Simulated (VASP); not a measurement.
Set up this calculation in VASP 6.6.1, as the native input.

- Task: single point
- Functional: PBE
- Potentials or basis: VASP PAW PBE potentials, release 64 (Sn_d, Te, Se)
- Cutoff: 520 eV
- k mesh: 12 × 12 × 4
- Occupations: gaussian, width 0.1 eV
- Spin: no spin polarisation
- Dipole correction: no
- k mesh for the DOS: 18 × 18 × 6
- Occupations for the DOS: tetrahedron
- Further INCAR settings: ALGO = Normal; EDIFF = 1e-07

The system is Sn2Te3Se.

```
Sn Te Se
1.0
     4.42560    0.00000    0.00000
    -2.21280    3.83268    0.00000
     0.00000    0.00000   10.70224
Sn Te Se
2 3 1
Direct
  0.33333 0.66667 0.67805
  0.66667 0.33333 0.32195
  0.00000 0.00000 0.50000
  0.33333 0.66667 0.16559
  0.66667 0.33333 0.83441
  0.00000 0.00000 0.00000
```

These files were run (other wordings do the same):

POSCAR

```
Sn2Te3Se
1.0
    4.4256030305     -0.0000000028      0.0000000000
   -2.2128015128      3.8326846529      0.0000000000
    0.0000000000      0.0000000000     10.7022434186
Sn Te Se
2 3 1
Direct
    0.3333333333      0.6666666667      0.6780513819
    0.6666666667      0.3333333333      0.3219486181
    0.0000000000      0.0000000000      0.5000000000
    0.3333333333      0.6666666667      0.1655869119
    0.6666666667      0.3333333333      0.8344130881
    0.0000000000      0.0000000000      0.0000000000
```

INCAR.step1

```
SYSTEM = Sn2Te3Se
PREC = Accurate ; ENCUT = 520
EDIFF = 1E-7 ; ISMEAR = 0
SIGMA = 0.1 ; LREAL = .FALSE.
LASPH = .TRUE. ; NELM = 60
ALGO = Normal ; ISIF = 2
LWAVE = .FALSE. ; LCHARG = .TRUE.
GGA = PE ; NBANDS = 35
```

KPOINTS.step1

```
Automatic mesh
0
G
  12 12 4
  0 0 0
```

INCAR.step2

```
SYSTEM = Sn2Te3Se
PREC = Accurate ; ENCUT = 520
EDIFF = 1E-7 ; ISMEAR = -5
SIGMA = 0.1 ; LREAL = .FALSE.
LASPH = .TRUE. ; NELM = 60
ALGO = Normal ; ISIF = 2
LWAVE = .FALSE. ; LCHARG = .FALSE.
GGA = PE ; LORBIT = 10
NEDOS = 2001 ; ICHARG = 11
```

KPOINTS.step2

```
Automatic mesh
0
G
  18 18 6
  0 0 0
```

Potentials or basis: VASP PAW PBE potentials, release 64 (Sn_d, Te, Se).

Command:

```sh
$ cat potpaw_PBE.64/Sn_d/POTCAR potpaw_PBE.64/Te/POTCAR potpaw_PBE.64/Se/POTCAR > POTCAR
$ cp INCAR.step1 INCAR
$ cp KPOINTS.step1 KPOINTS
$ mpirun -np 1 vasp_std > vasp.out
$ cp INCAR.step2 INCAR
$ cp KPOINTS.step2 KPOINTS
$ mpirun -np 1 vasp_std > vasp.out
```

Results of the run:

| Quantity | Value |
| --- | --- |
| Valence electrons inside the program's atomic spheres | Sn 12.12; Te 3.34, 3.29 (each value once); Se 3.67 |

It took 25 min on 1 thread of Oxide Virtual Turin-like Processor (shared host), peak memory 1.1 GiB.
